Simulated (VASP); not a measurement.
Crystal: Ti.

```xyz
3
Lattice="4.6000 0.0000 0.0000 -2.3000 3.9837 0.0000 0.0000 0.0000 2.8200" Properties=species:S:1:pos:R:3 pbc="T T T"
Ti    0.0000    0.0000    0.0000
Ti    0.0000    2.6558    1.4100
Ti    2.3000    1.3279    1.4100
```

Base run:

* Program: VASP 6.6.1
* Functional: PBEsol
* Potentials or basis: VASP PAW PBE potentials, release 64 (Ti_sv)
* Cutoff: 520 eV
* k mesh: 8 × 8 × 12
* Occupations: fermi-dirac, width 0.1 eV
* Spin: no spin polarisation

Its results: band gap on the k mesh zero (band 18 reaches 8.36 eV, above the bottom of band 19 at 8.06 eV); pressure -5.0 GPa.

**Question.** The run is repeated on the same cell with these changes: functional from PBEsol to BLYP. What comes out?

**Answer.** Band gap on the k mesh zero (band 18 reaches 8.92 eV, above the bottom of band 19 at 8.65 eV); pressure 2.1 GPa.

BLYP binds less tightly than PBEsol, so the same cell stands under more pressure.

Caveats: the PAW data sets were made with another functional, which shifts forces and pressure a little.
